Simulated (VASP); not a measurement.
# InSb (I-4m2) in VASP: single point with PBE

Aim: the single point of InSb with PBE.

Program: VASP 6.6.1. These are calculated values, not measurements. Logs are shortened: lines on timing, memory, paths and dates and some standing lists are left out, and cuts for length are marked.

## Step 1: The cell of the first run

Symmetry: I-4m2, No. 119, tetragonal system. The conventional cell has a = 4.581 Å, b = 4.581 Å, c = 6.284 Å, α = 90.00°, β = 90.00°, γ = 90.00°. In (site symmetry -4m2) has 4 Sb at 2.78 Å within 3.7 Å. Within 3.7 Å of Sb (site symmetry -4m2) lie 4 In at 2.78 Å.

## Step 2: Single point, PBE (zz strain of -3 %)

File INCAR:

```
SYSTEM = InSb
PREC = Accurate
ENCUT = 520
EDIFF = 1E-6
ISMEAR = -1
SIGMA = 0.03
LREAL = .FALSE.
LASPH = .TRUE.
NELM = 80
ALGO = Normal
ISIF = 2
LWAVE = .FALSE.
LCHARG = .TRUE.
GGA = PE
LELF = .TRUE.
LVHAR = .TRUE.
NBANDS = 16
```

File KPOINTS:

```
regular mesh
0
G
  10 10 10
  0 0 0
```

File POSCAR:

```
InSb
1.0
    0.0000000000      3.2391000000      3.1419270000
    3.2391000000      0.0000000000      3.1419270000
    3.2391000000      3.2391000000      0.0000000000
In Sb
1 1
Direct
    0.0000000000      0.0000000000      0.0000000000
    0.7500000000      0.7500000000      0.7500000000
```

Potentials or basis: VASP PAW PBE potentials, release 64 (In_d, Sb).

Command:

```bash
$ cat potpaw_PBE.64/In_d/POTCAR potpaw_PBE.64/Sb/POTCAR > POTCAR
$ mpirun -np 1 vasp_std > vasp.out
```

OUTCAR:

```text
SYSTEM = InSb
   PREC = Accurate
   ENCUT = 520
   EDIFF = 1E-6
   ISMEAR = -1
   LREAL = .FALSE.
   LASPH = .TRUE.
   NELM = 80
   ISIF = 2
   GGA = PE

 ion  position               nearest neighbor table
   1  0.000  0.000  0.000-   2 2.78   2 2.78   2 2.78   2 2.78
   2  0.750  0.750  0.750-   1 2.78   1 2.78   1 2.78   1 2.78

  LATTYP: Found a body centered tetragonal cell.
 ALAT       =     4.5807791499
 C/A-ratio  =     1.3717871555

  Lattice vectors:

 A1 = (   0.0000000000,  -3.2391000000,  -3.1419270000)
 A2 = (   0.0000000000,   3.2391000000,  -3.1419270000)
 A3 = (   3.2391000000,   0.0000000000,   3.1419270000)

Analysis of symmetry for initial positions (statically):
=====================================================================
 Subroutine PRICEL returns:
 Original cell was already a primitive cell.

 Routine SETGRP: Setting up the symmetry group for a
 body centered tetragonal supercell.

 Subroutine GETGRP returns: Found  8 space group operations
 (whereof  8 operations were pure point group operations)
 out of a pool of 16 trial point group operations.

The static configuration has the point symmetry D_2d.

Analysis of symmetry for dynamics (positions and initial velocities):
=====================================================================
 Subroutine PRICEL returns:
 Original cell was already a primitive cell.

 Routine SETGRP: Setting up the symmetry group for a
 body centered tetragonal supercell.

 Subroutine GETGRP returns: Found  8 space group operations
 (whereof  8 operations were pure point group operations)
 out of a pool of 16 trial point group operations.

The dynamic configuration has the point symmetry D_2d.

 Subroutine INISYM returns: Found  8 space group operations
 (whereof  8 operations are pure point group operations),
 and found     1 'primitive' translations

----------------------------------------------------------------------------------------

                                     Primitive cell

  volume of cell :      65.9287

  direct lattice vectors                    reciprocal lattice vectors
     0.000000000  3.239100000  3.141927000    -0.154363867  0.154363867  0.159138007
     3.239100000  0.000000000  3.141927000     0.154363867 -0.154363867  0.159138007
     3.239100000  3.239100000  0.000000000     0.154363867  0.154363867 -0.159138007

  length of vectors
     4.512590618  4.512590618  4.580779150     0.270150535  0.270150535  0.270150535

  position of ions in fractional coordinates (direct lattice)
     0.000000000  0.000000000  0.000000000
     0.750000000  0.750000000  0.750000000

  ion indices of the primitive-cell ions
   primitive index   ion index
                 1           1
                 2           2

----------------------------------------------------------------------------------------

 KPOINTS: regular mesh

Automatic generation of k-mesh.
 Grid dimensions read from file:
 generate k-points for:   10   10   10

 Generating k-lattice:

  Cartesian coordinates                     Fractional coordinates (reciprocal lattice)
    -0.015436387  0.015436387  0.015913801     0.100000000 -0.000000000  0.000000000
     0.015436387 -0.015436387  0.015913801    -0.000000000  0.100000000  0.000000000
     0.015436387  0.015436387 -0.015913801     0.000000000  0.000000000  0.100000000

  Length of vectors
     0.027015054  0.027015054  0.027015054

  Shift w.r.t. Gamma in fractional coordinates (k-lattice)
     0.000000000  0.000000000  0.000000000

 Subroutine IBZKPT returns following result:
 ===========================================

 Found    102 irreducible k-points:

 Following reciprocal coordinates:
            Coordinates               Weight
  0.000000  0.000000  0.000000      1.000000
  0.100000  0.000000  0.000000      8.000000
  0.200000  0.000000  0.000000      8.000000
  0.300000  0.000000  0.000000      8.000000
  0.400000  0.000000  0.000000      8.000000
  0.500000  0.000000  0.000000      4.000000
[... 16 lines left out ...]
  0.300000  0.300000  0.000000      2.000000
  0.400000  0.300000  0.000000      8.000000
 [... further k-points ...]
   k-points           NKPTS =    102   k-points in BZ     NKDIM =    102   number of bands    NBANDS=     16
   number of dos      NEDOS =    301   number of ions     NIONS =      2
   total plane-waves  NPLWV =  46656
   dimension x,y,z NGX =    36 NGY =   36 NGZ =   36
   dimension x,y,z NGXF=    72 NGYF=   72 NGZF=   72
   ions per type =               1   1
   NGX,Y,Z   is equivalent  to a cutoff of  13.26, 13.26, 13.07 a.u.
   NGXF,Y,Z  is equivalent  to a cutoff of  26.53, 26.53, 26.13 a.u.
 SYSTEM =  InSb
   PREC   = accura    normal or accurate (medium, high low for compatibility)
   ISTART =      0    job   : 0-new  1-cont  2-samecut
   ICHARG =      2    charge: 1-file 2-atom 10-const
   ISPIN  =      1    spin polarized calculation?
   LNONCOLLINEAR =      F non collinear calculations
   LSORBIT =      F    spin-orbit coupling
   LASPH  =      T    aspherical Exc in radial PAW
   ENCUT  =  520.0 eV  38.22 Ry    6.18 a.u.   8.39  8.39  8.52*2*pi/ulx,y,z
   NELM   =     80;   NELMIN=  2; NELMDL= -5     # of ELM steps
   EDIFF  = 0.1E-05   stopping-criterion for ELM
   LREAL  =      F    real-space projection
   EDIFFG = 0.1E-04   stopping-criterion for IOM
   NSW    =      0    number of steps for IOM
   IBRION =     -1    ionic relax: 0-MD 1-quasi-New 2-CG
   NFREE  =      0    steps in history (QN), initial steepest desc. (CG)
   ISIF   =      2    stress and relaxation
   ISYM   =      2    0-nonsym 1-usesym 2-fastsym
   POTIM  = 0.5000    time-step for ionic-motion
   TEBEG  =    0.0;   TEEND  =   0.0 temperature during run
   PSTRESS=    0.0 pullay stress
   NELECT =      18.0000    total number of electrons
   NUPDOWN=      -1.0000    fix difference up-down
   EMIN   =  10.00;   EMAX   =-10.00  energy-range for DOS
   EFERMI =   0.00;   METHOD = LEGACY
   ISMEAR =    -1;   SIGMA  =   0.03  broadening in eV -4-tet -1-fermi 0-gaus
   EFERMI_NEDOS =   21; number of points for ismear=-14 and -15
   IALGO  =     38    algorithm
   IMIX   =      4    mixing-type and parameters
     AMIX     =   0.40;   BMIX     =  1.00
     AMIX_MAG =   1.60;   BMIX_MAG =  1.00
  volume/ion in A,a.u.               =      32.96       222.45
  Fermi-wavevector in a.u.,A,eV,Ry     =   1.062040  2.006964 15.346395  1.127928
  Thomas-Fermi vector in A             =   2.197477
   LORBIT       =      0    0 simple, 1 ext, 2 COOP (PROOUT), +10 PAW based schemes
   GGA     = PE    functional components
   LHFCALC =     F    Hartree Fock is set to
   AEXX    =    0.0000 exact exchange contribution
   IVDW    =     0    specifies the selected vdW correction
   LEPSILON=     F    determine dielectric tensor
   LRPA    =     F    only Hartree local field effects (RPA)
 non-spin polarized calculation
  energy-cutoff  :      520.00
  volume of cell :       65.93
 maximum number of plane-waves:      1799
 NGX is ok and might be reduce to    36
   NGX = 17   NGY = 17   NGZ = 17

 number of electron      17.9999998 magnetization

 Free energy of the ion-electron system (eV)
  ---------------------------------------------------
  ext. energy  EPLUGINS =         0.00000000
  ---------------------------------------------------
  free energy    TOTEN  =        -6.85245712 eV

  energy without entropy =       -6.85236899  energy(sigma->0) =       -6.85241306

 E-fermi :   5.4961     XC(G=0):  -8.8197

 val. band max:        5.4229455790   @ k =   0.0000   0.0000   0.0000
 cond. band min:       5.5371218894   @ k =   0.0000   0.0000   0.0000
 fundamental gap:      0.1141763104
 Fermi energy:         5.4960855761

 k-point     1 :       0.0000    0.0000    0.0000
  band No.  band energies     occupation
      1      -9.2400      2.00000
      2      -9.2400      2.00000
      3      -9.2339      2.00000
      4      -9.1460      2.00000
      5      -9.1421      2.00000
      6      -5.4786      2.00000
[... 8 lines left out ...]
     15      13.5517      0.00000
     16      13.9778      0.00000

 k-point     2 :       0.1000    0.0000    0.0000
  band No.  band energies     occupation
      1      -9.2439      2.00000
      2      -9.2376      2.00000
      3      -9.2329      2.00000
      4      -9.1463      2.00000
      5      -9.1422      2.00000
      6      -5.3832      2.00000
[... 8 lines left out ...]
     15      12.9410      0.00000
     16      13.2184      0.00000

 k-point     3 :       0.2000    0.0000    0.0000
  band No.  band energies     occupation
      1      -9.2570      2.00000
      2      -9.2316      2.00000
      3      -9.2277      2.00000
      4      -9.1468      2.00000
      5      -9.1421      2.00000
      6      -5.1076      2.00000
[... 8 lines left out ...]
     15      12.6154      0.00000
     16      12.8486      0.00000

 k-point     4 :       0.3000    0.0000    0.0000
  band No.  band energies     occupation
      1      -9.2735      2.00000
      2      -9.2250      2.00000
      3      -9.2212      2.00000
      4      -9.1467      2.00000
      5      -9.1410      2.00000
      6      -4.6923      2.00000
[... 8 lines left out ...]
     15      12.9738      0.00000
     16      13.0166      0.00000
[... 324 lines left out ...]
 k-point    22 :      -0.2000    0.2000    0.0000
  band No.  band energies     occupation
      1      -9.2801      2.00000
      2      -9.2219      2.00000
      3      -9.2149      2.00000
      4      -9.1456      2.00000
      5      -9.1444      2.00000
      6      -4.5575      2.00000
[... 8 lines left out ...]
     15      13.8894      0.00000
     16      14.4062      0.00000

 k-point    23 :       0.3000    0.3000    0.0000
  band No.  band energies     occupation
      1      -9.2986      2.00000
      2      -9.2073      2.00000
      3      -9.2073      2.00000
      4      -9.1614      2.00000
      5      -9.1346      2.00000
      6      -4.3743      2.00000
[... 8 lines left out ...]
     15      14.4983      0.00000
     16      15.4364      0.00000

 k-point    24 :       0.4000    0.3000    0.0000
  band No.  band energies     occupation
      1      -9.3096      2.00000
      2      -9.2018      2.00000
      3      -9.2011      2.00000
      4      -9.1636      2.00000
      5      -9.1335      2.00000
      6      -3.9995      2.00000
[... 8 lines left out ...]
     15      15.0529      0.00000
     16      15.8143      0.00000

 [... further k-points ...]

------------------------ aborting loop because EDIFF is reached ----------------------------------------

  FORCE on cell =-STRESS in cart. coord.  units (eV):
  Direction    XX          YY          ZZ          XY          YZ          ZX
  --------------------------------------------------------------------------------------
  -------------------------------------------------------------------------------------
  Total        1.8684365      1.8684365      2.1553133      0.0000000     -0.0000000      0.0000000
  in kB       45.4060912     45.4060912     52.3776728      0.0000000     -0.0000000      0.0000000
  external PRESSURE =      47.7299517 kB  Pullay stress =       0.0000000 kB

 VOLUME and BASIS-vectors are now :
 -----------------------------------------------------------------------------
  energy-cutoff  :      520.00
  volume of cell :       65.93
      direct lattice vectors                 reciprocal lattice vectors
     0.000000000  3.239100000  3.141927000    -0.154363867  0.154363867  0.159138007
     3.239100000  0.000000000  3.141927000     0.154363867 -0.154363867  0.159138007
     3.239100000  3.239100000  0.000000000     0.154363867  0.154363867 -0.159138007

 POSITION                                       TOTAL-FORCE (eV/Angst)
 -----------------------------------------------------------------------------------
      0.00000      0.00000      0.00000         0.000000      0.000000      0.000000
      4.85865      4.85865      4.71289        -0.000000     -0.000000     -0.000000
 -----------------------------------------------------------------------------------
    total drift:                                0.000000      0.000000      0.000000

  FREE ENERGIE OF THE ION-ELECTRON SYSTEM (eV)
  ---------------------------------------------------
  free  energy   TOTEN  =        -6.8524571204 eV

  energy  without entropy=       -6.8523689935  energy(sigma->0) =       -6.85241306
```

Run time: 76 s. Hardware: 1 thread of AMD EPYC 9R45 (Zen 5), shared host; peak memory 0.25 GiB.

Results:

```yaml
Free_energy: -6.8525 eV
Pressure: 4.8 GPa
Band_gap_on_the_k_mesh: 0.11 eV
```

Stress tensor (GPa, compression positive):
```
4.54 0.00 0.00
0.00 4.54 0.00
0.00 0.00 5.24
```

Caveat: the cell differs from its parent crystal (zz strain of -3 %); the cell stands under pressure; semilocal functionals underestimate gaps, and a narrow one can read as zero; spin-orbit coupling is left out, which moves the levels of the heavy elements. A k mesh can miss the band edges.
